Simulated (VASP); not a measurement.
# AlFe (Pm-3m) in VASP: further runs

Runs on AlFe. Level: PBE. Tasks: single point.

Everything below comes from runs of VASP 6.6.1. Logs are shortened: lines on timing, memory, paths and dates and some standing lists are left out, and cuts for length are marked.

## (1) The cell of the first run

Symmetry: Pm-3m, No. 221, cubic system. The conventional cell has a = 2.931 Å, b = 2.931 Å, c = 2.931 Å, α = 90.00°, β = 90.00°, γ = 90.00°. Al (site symmetry m-3m) has 8 Fe at 2.54 Å and 6 Al at 2.93 Å within 3.3 Å. Fe (site symmetry m-3m) has 8 Al at 2.54 Å and 6 Fe at 2.93 Å within 3.3 Å.

## (2) Single point, PBE, collinear spin, ferromagnetic start (volume scaled by 1.06)

INCAR reads:

```
SYSTEM = AlFe
  ALGO = Normal
  EDIFF = 1E-6
  ENCUT = 520
  GGA = PE
  ISIF = 2
  ISMEAR = 0
  ISPIN = 2
  LASPH = .TRUE.
  LCHARG = .FALSE.
  LMAXMIX = 4
  LORBIT = 11
  LREAL = .FALSE.
  LWAVE = .FALSE.
  MAGMOM = 0 0.77
  NBANDS = 16
  NELM = 150
  PREC = Accurate
  SIGMA = 0.1
```

KPOINTS reads:

```
k-points
0
G
  14 14 14
  0 0 0
```

POSCAR reads:

```
AlFe
1.0
    2.9307046194      0.0000000000      0.0000000000
    0.0000000000      2.9307046194      0.0000000000
    0.0000000000      0.0000000000      2.9307046194
Al Fe
1 1
Direct
    0.0000000000      0.0000000000      0.0000000000
    0.5000000000      0.5000000000      0.5000000000
```

Potentials or basis: VASP PAW PBE potentials, release 64 (Al, Fe).

Launch:

```
$ cat potpaw_PBE.64/Al/POTCAR potpaw_PBE.64/Fe/POTCAR > POTCAR
$ mpirun -np 1 vasp_std > vasp.out
```

OUTCAR:

```text
SYSTEM = AlFe
   EDIFF = 1E-6
   ENCUT = 520
   GGA = PE
   ISIF = 2
   ISMEAR = 0
   ISPIN = 2
   LASPH = .TRUE.
   LORBIT = 11
   LREAL = .FALSE.
   NELM = 150
   PREC = Accurate

 ion  position               nearest neighbor table
   1  0.000  0.000  0.000-   2 2.54   2 2.54   2 2.54   2 2.54   2 2.54   2 2.54   2 2.54   2 2.54

   2  0.500  0.500  0.500-   1 2.54   1 2.54   1 2.54   1 2.54   1 2.54   1 2.54   1 2.54   1 2.54

  LATTYP: Found a simple cubic cell.
 ALAT       =     2.9307046194

  Lattice vectors:

 A1 = (   2.9307046194,   0.0000000000,   0.0000000000)
 A2 = (   0.0000000000,   2.9307046194,   0.0000000000)
 A3 = (   0.0000000000,   0.0000000000,   2.9307046194)

Analysis of symmetry for initial positions (statically):
=====================================================================
 Subroutine PRICEL returns:
 Original cell was already a primitive cell.

 Routine SETGRP: Setting up the symmetry group for a
 simple cubic supercell.

 Subroutine GETGRP returns: Found 48 space group operations
 (whereof 48 operations were pure point group operations)
 out of a pool of 48 trial point group operations.

The static configuration has the point symmetry O_h .

Analysis of symmetry for dynamics (positions and initial velocities):
=====================================================================
 Subroutine PRICEL returns:
 Original cell was already a primitive cell.

 Routine SETGRP: Setting up the symmetry group for a
 simple cubic supercell.

 Subroutine GETGRP returns: Found 48 space group operations
 (whereof 48 operations were pure point group operations)
 out of a pool of 48 trial point group operations.

The dynamic configuration has the point symmetry O_h .

Analysis of structural, dynamic, and magnetic symmetry:
=====================================================================
 Subroutine PRICEL returns:
 Original cell was already a primitive cell.

 Routine SETGRP: Setting up the symmetry group for a
 simple cubic supercell.

 Subroutine GETGRP returns: Found 48 space group operations
 (whereof 48 operations were pure point group operations)
 out of a pool of 48 trial point group operations.

The overall configuration has the point symmetry O_h .

 Subroutine INISYM returns: Found 48 space group operations
 (whereof 48 operations are pure point group operations),
 and found     1 'primitive' translations

----------------------------------------------------------------------------------------

                                     Primitive cell

  volume of cell :      25.1719

  direct lattice vectors                    reciprocal lattice vectors
     2.930704619  0.000000000  0.000000000     0.341214871  0.000000000  0.000000000
     0.000000000  2.930704619  0.000000000     0.000000000  0.341214871  0.000000000
     0.000000000  0.000000000  2.930704619     0.000000000  0.000000000  0.341214871

  length of vectors
     2.930704619  2.930704619  2.930704619     0.341214871  0.341214871  0.341214871

  position of ions in fractional coordinates (direct lattice)
     0.000000000  0.000000000  0.000000000
     0.500000000  0.500000000  0.500000000

  ion indices of the primitive-cell ions
   primitive index   ion index
                 1           1
                 2           2

----------------------------------------------------------------------------------------

 KPOINTS: k-points

Automatic generation of k-mesh.
 Grid dimensions read from file:
 generate k-points for:   14   14   14

 Generating k-lattice:

  Cartesian coordinates                     Fractional coordinates (reciprocal lattice)
     0.024372491  0.000000000  0.000000000     0.071428571  0.000000000  0.000000000
     0.000000000  0.024372491  0.000000000     0.000000000  0.071428571  0.000000000
     0.000000000  0.000000000  0.024372491     0.000000000  0.000000000  0.071428571

  Length of vectors
     0.024372491  0.024372491  0.024372491

  Shift w.r.t. Gamma in fractional coordinates (k-lattice)
     0.000000000  0.000000000  0.000000000

 Subroutine IBZKPT returns following result:
 ===========================================

 Found    120 irreducible k-points:

 Following reciprocal coordinates:
            Coordinates               Weight
  0.000000  0.000000  0.000000      1.000000
  0.071429  0.000000  0.000000      6.000000
  0.142857  0.000000  0.000000      6.000000
  0.214286  0.000000  0.000000      6.000000
  0.285714  0.000000  0.000000      6.000000
  0.357143  0.000000  0.000000      6.000000
[... 16 lines left out ...]
  0.285714  0.214286  0.000000     24.000000
  0.357143  0.214286  0.000000     24.000000
 [... further k-points ...]
   k-points           NKPTS =    120   k-points in BZ     NKDIM =    120   number of bands    NBANDS=     16
   number of dos      NEDOS =    301   number of ions     NIONS =      2
   total plane-waves  NPLWV =  13824
   dimension x,y,z NGX =    24 NGY =   24 NGZ =   24
   dimension x,y,z NGXF=    48 NGYF=   48 NGZF=   48
   ions per type =               1   1
   NGX,Y,Z   is equivalent  to a cutoff of  13.61, 13.61, 13.61 a.u.
   NGXF,Y,Z  is equivalent  to a cutoff of  27.23, 27.23, 27.23 a.u.
 SYSTEM =  AlFe
   PREC   = accura    normal or accurate (medium, high low for compatibility)
   ISTART =      0    job   : 0-new  1-cont  2-samecut
   ICHARG =      2    charge: 1-file 2-atom 10-const
   ISPIN  =      2    spin polarized calculation?
   LNONCOLLINEAR =      F non collinear calculations
   LSORBIT =      F    spin-orbit coupling
   LASPH  =      T    aspherical Exc in radial PAW
   ENCUT  =  520.0 eV  38.22 Ry    6.18 a.u.   5.45  5.45  5.45*2*pi/ulx,y,z
   NELM   =    150;   NELMIN=  2; NELMDL= -5     # of ELM steps
   EDIFF  = 0.1E-05   stopping-criterion for ELM
   LREAL  =      F    real-space projection
[... 7 lines left out ...]
   TEBEG  =    0.0;   TEEND  =   0.0 temperature during run
   PSTRESS=    0.0 pullay stress
   NELECT =      11.0000    total number of electrons
   NUPDOWN=      -1.0000    fix difference up-down
   EMIN   =  10.00;   EMAX   =-10.00  energy-range for DOS
   EFERMI =   0.00;   METHOD = LEGACY
   ISMEAR =     0;   SIGMA  =   0.10  broadening in eV -4-tet -1-fermi 0-gaus
   EFERMI_NEDOS =   21; number of points for ismear=-14 and -15
   IALGO  =     38    algorithm
   IMIX   =      4    mixing-type and parameters
     AMIX     =   0.40;   BMIX     =  1.00
     AMIX_MAG =   1.60;   BMIX_MAG =  1.00
  volume/ion in A,a.u.               =      12.59        84.93
  Fermi-wavevector in a.u.,A,eV,Ry     =   1.242321  2.347645 20.998693  1.543360
  Thomas-Fermi vector in A             =   2.376680
   LORBIT       =     11    0 simple, 1 ext, 2 COOP (PROOUT), +10 PAW based schemes
   GGA     = PE    functional components
   LHFCALC =     F    Hartree Fock is set to
   AEXX    =    0.0000 exact exchange contribution
   IVDW    =     0    specifies the selected vdW correction
   LEPSILON=     F    determine dielectric tensor
   LRPA    =     F    only Hartree local field effects (RPA)
 spin polarized calculation
 Gauss-broadening in eV      SIGMA  =   0.10
  energy-cutoff  :      520.00
  volume of cell :       25.17
 maximum number of plane-waves:       695
 NGX is ok and might be reduce to    24
   NGX = 11   NGY = 11   NGZ = 11

 number of electron      11.0000000 magnetization       0.7134039

 Free energy of the ion-electron system (eV)
  ---------------------------------------------------
  ext. energy  EPLUGINS =         0.00000000
  ---------------------------------------------------
  free energy    TOTEN  =       -12.61048343 eV

  energy without entropy =      -12.59762876  energy(sigma->0) =      -12.60405610

 E-fermi :   7.4599     XC(G=0): -11.8723

 val. band max:        7.4567660041   @ k =   0.2143   0.1429   0.0000
 cond. band min:       7.4630144390   @ k =   0.4286   0.3571   0.3571
 fundamental gap:      0.0062484348
 Fermi energy:         7.4599292252

 spin component 1

 k-point     1 :       0.0000    0.0000    0.0000
  band No.  band energies     occupation
      1      -2.6516      1.00000
      2       5.0986      1.00000
      3       5.0986      1.00000
      4       7.0140      1.00000
      5       7.0140      1.00000
      6       7.0140      1.00000
[... 8 lines left out ...]
     15      28.4701      0.00000
     16      30.4335      0.00000

 k-point     2 :       0.0714    0.0000    0.0000
  band No.  band energies     occupation
      1      -2.5598      1.00000
      2       5.0898      1.00000
      3       5.1243      1.00000
      4       6.9618      1.00000
      5       6.9618      1.00000
      6       7.0193      1.00000
[... 8 lines left out ...]
     15      28.4671      0.00000
     16      29.2614      0.00000

 k-point     3 :       0.1429    0.0000    0.0000
  band No.  band energies     occupation
      1      -2.2860      1.00000
      2       5.0350      1.00000
      3       5.1976      1.00000
      4       6.8223      1.00000
      5       6.8223      1.00000
      6       7.0343      1.00000
[... 8 lines left out ...]
     15      27.6549      0.00000
     16      28.4587      0.00000
[... 362 lines left out ...]
 k-point    23 :       0.2857    0.2143    0.0000
  band No.  band energies     occupation
      1      -0.4581      1.00000
      2       4.6970      1.00000
      3       5.3142      1.00000
      4       6.1592      1.00000
      5       6.5066      1.00000
      6       6.7547      1.00000
[... 8 lines left out ...]
     15      25.4840      0.00000
     16      27.0372      0.00000

 k-point    24 :       0.3571    0.2143    0.0000
  band No.  band energies     occupation
      1       0.2737      1.00000
      2       4.0053      1.00000
      3       5.5061      1.00000
      4       6.1005      1.00000
      5       6.3623      1.00000
      6       6.7794      1.00000
[... 8 lines left out ...]
     15      25.3937      0.00000
     16      28.0554      0.00000

 [... further k-points ...]

 spin component 2

 k-point     1 :       0.0000    0.0000    0.0000
  band No.  band energies     occupation
      1      -2.6563      1.00000
      2       5.4882      1.00000
      3       5.4882      1.00000
      4       7.8716      0.00000
      5       7.8716      0.00000
      6       7.8716      0.00000
[... 8 lines left out ...]
     15      28.5005      0.00000
     16      30.4010      0.00000

 k-point     2 :       0.0714    0.0000    0.0000
  band No.  band energies     occupation
      1      -2.5646      1.00000
      2       5.4701      1.00000
      3       5.5166      1.00000
      4       7.8100      0.00000
      5       7.8100      0.00000
      6       7.8775      0.00000
[... 8 lines left out ...]
     15      28.4941      0.00000
     16      29.2575      0.00000

 k-point     3 :       0.1429    0.0000    0.0000
  band No.  band energies     occupation
      1      -2.2911      1.00000
      2       5.3820      1.00000
      3       5.5976      1.00000
      4       7.6476      0.00398
      5       7.6476      0.00398
      6       7.8943      0.00000
[... 8 lines left out ...]
     15      27.6783      0.00000
     16      28.4758      0.00000
[... 362 lines left out ...]
 k-point    23 :       0.2857    0.2143    0.0000
  band No.  band energies     occupation
      1      -0.4611      1.00000
      2       4.9567      1.00000
      3       5.6642      1.00000
      4       6.7761      1.00000
      5       7.2911      0.99151
      6       7.5798      0.04503
[... 8 lines left out ...]
     15      25.5071      0.00000
     16      27.0499      0.00000

 k-point    24 :       0.3571    0.2143    0.0000
  band No.  band energies     occupation
      1       0.2745      1.00000
      2       4.1669      1.00000
      3       5.8965      1.00000
      4       6.6808      1.00000
      5       7.1342      1.00000
      6       7.6070      0.01876
[... 8 lines left out ...]
     15      25.4229      0.00000
     16      28.0348      0.00000

 [... further k-points ...]
[... 5 lines left out ...]
  --------------------------------------------------------------------------------------
  -------------------------------------------------------------------------------------
  Total       -1.4125640     -1.4125640     -1.4125640      0.0000000      0.0000000      0.0000000
  in kB      -89.9088745    -89.9088745    -89.9088745      0.0000000      0.0000000      0.0000000
  external PRESSURE =     -89.9088745 kB  Pullay stress =       0.0000000 kB

 VOLUME and BASIS-vectors are now :
 -----------------------------------------------------------------------------
  energy-cutoff  :      520.00
  volume of cell :       25.17
      direct lattice vectors                 reciprocal lattice vectors
     2.930704619  0.000000000  0.000000000     0.341214871  0.000000000  0.000000000
     0.000000000  2.930704619  0.000000000     0.000000000  0.341214871  0.000000000
     0.000000000  0.000000000  2.930704619     0.000000000  0.000000000  0.341214871

 POSITION                                       TOTAL-FORCE (eV/Angst)
 -----------------------------------------------------------------------------------
      0.00000      0.00000      0.00000         0.000000      0.000000      0.000000
      1.46535      1.46535      1.46535         0.000000      0.000000      0.000000
 -----------------------------------------------------------------------------------
    total drift:                                0.000000     -0.000000     -0.000000

  FREE ENERGIE OF THE ION-ELECTRON SYSTEM (eV)
  ---------------------------------------------------
  free  energy   TOTEN  =       -12.6104834332 eV

  energy  without entropy=      -12.5976287624  energy(sigma->0) =      -12.60405610

 total charge

# of ion       s       p       d       tot
------------------------------------------
    1        0.393   0.411   0.000   0.804
    2        0.409   0.458   6.435   7.302
--------------------------------------------------
tot          0.802   0.869   6.435   8.107

 magnetization (x)

# of ion       s       p       d       tot
------------------------------------------
    1       -0.009  -0.017   0.000  -0.026
    2       -0.000   0.006   0.758   0.764
--------------------------------------------------
tot         -0.009  -0.011   0.758   0.738
```

Wall time 27 s (1 thread of Intel Xeon 6975P-C (Granite Rapids), shared host); peak memory 0.2 GiB.

What came out:

- Free energy: -12.6105 eV
- Pressure: -9.0 GPa
- Net moment: 0.71 μB per cell
- Site moments: Al -0.03; Fe +0.76 μB
- Valence electrons inside the program's atomic spheres: Al 0.80; Fe 7.30

Levels at points of the mesh, in eV from the Fermi level:
Spin up:
| k point | band 2 | band 3 | band 4 | band 5 | band 6 | band 7 | band 8 | band 9 | band 10 | band 11 |
| --- | --- | --- | --- | --- | --- | --- | --- | --- | --- | --- |
| (0.00, 0.00, 0.00) | -2.36 | -2.36 | -0.45 | -0.45 | -0.45 | 5.99 | 5.99 | 5.99 | 8.99 | 8.99 |
| (0.50, 0.00, 0.00) | -5.82 | -1.80 | -1.31 | -1.31 | -0.34 | 0.73 | 8.58 | 10.64 | 10.64 | 11.26 |
| (0.50, 0.50, 0.00) | -2.42 | -2.08 | -2.08 | -1.09 | -1.09 | 0.33 | 2.95 | 3.58 | 12.13 | 15.50 |
| (0.50, 0.50, 0.50) | -3.45 | -3.45 | 0.36 | 0.36 | 2.87 | 2.87 | 2.87 | 3.70 | 5.50 | 5.50 |
Spin down:
```tsv
k point	band 3	band 4	band 5	band 6	band 7	band 8
(0.00, 0.00, 0.00)	-1.97	0.41	0.41	0.41	6.01	6.01
(0.50, 0.00, 0.00)	-1.34	-0.57	-0.57	0.53	1.26	8.45
(0.50, 0.50, 0.00)	-2.10	-2.10	-0.31	-0.31	0.90	3.30
(0.50, 0.50, 0.50)	-3.03	0.94	0.94	2.93	2.93	2.93
```

## (3) Single point, PBE, collinear spin, ferromagnetic start (volume scaled by 1.10)

INCAR reads:

```
SYSTEM = AlFe
ALGO = Fast ; EDIFF = 1E-6
ENCUT = 520 ; GGA = PE
ISIF = 2 ; ISMEAR = 0
ISPIN = 2 ; LASPH = .TRUE.
LCHARG = .FALSE. ; LMAXMIX = 4
LORBIT = 11 ; LREAL = .FALSE.
LWAVE = .FALSE. ; MAGMOM = 0 0.77
NBANDS = 16 ; NELM = 150
PREC = Accurate ; SIGMA = 0.1
```

KPOINTS is that of step 2.

POSCAR reads:

```
AlFe
1.0
    2.9671146109      0.0000000000      0.0000000000
    0.0000000000      2.9671146109      0.0000000000
    0.0000000000      0.0000000000      2.9671146109
Al Fe
1 1
Direct
    0.0000000000      0.0000000000      0.0000000000
    0.5000000000      0.5000000000      0.5000000000
```

Potentials or basis: VASP PAW PBE potentials, release 64 (Al, Fe).

Launch:

```
$ cat potpaw_PBE.64/Al/POTCAR potpaw_PBE.64/Fe/POTCAR > POTCAR
$ mpirun -np 1 vasp_std > vasp.out
```

It took 30 s on 1 thread of Intel Xeon 6975P-C (Granite Rapids), shared host; peak memory 0.2 GiB.

The run converged. Its results:

```
Free energy                                           : -12.5428 eV
Pressure                                              : -13.3 GPa
Net moment                                            : 0.76 μB per cell
Site moments                                          : Al -0.03; Fe +0.82 μB
Valence electrons inside the program's atomic spheres : Al 0.79; Fe 7.24
```

Levels at points of the mesh, in eV from the Fermi level:
Spin up:
```
           k point  band 2  band 3  band 4  band 5  band 6  band 7  band 8  band 9  band 10  band 11
(0.00, 0.00, 0.00)   -2.30   -2.30   -0.50   -0.50   -0.50    5.77    5.77    5.77     8.78     8.78
(0.50, 0.00, 0.00)   -5.70   -1.77   -1.33   -1.33   -0.40    0.61    8.48   10.38    10.38    10.83
(0.50, 0.50, 0.00)   -2.37   -2.06   -2.06   -1.11   -1.11    0.23    2.75    3.29    11.69    15.12
(0.50, 0.50, 0.50)   -3.36   -3.36    0.26    0.26    2.80    2.80    2.80    3.35     5.24     5.24
```
Spin down:
```
           k point  band 3  band 4  band 5  band 6  band 7  band 8
(0.00, 0.00, 0.00)   -1.86    0.40    0.40    0.40    5.77    5.77
(0.50, 0.00, 0.00)   -1.26   -0.54   -0.54    0.52    1.19    8.34
(0.50, 0.50, 0.00)   -2.09   -2.01   -0.28   -0.28    0.86    3.14
(0.50, 0.50, 0.50)   -2.92    0.90    0.90    2.86    2.86    2.86
```
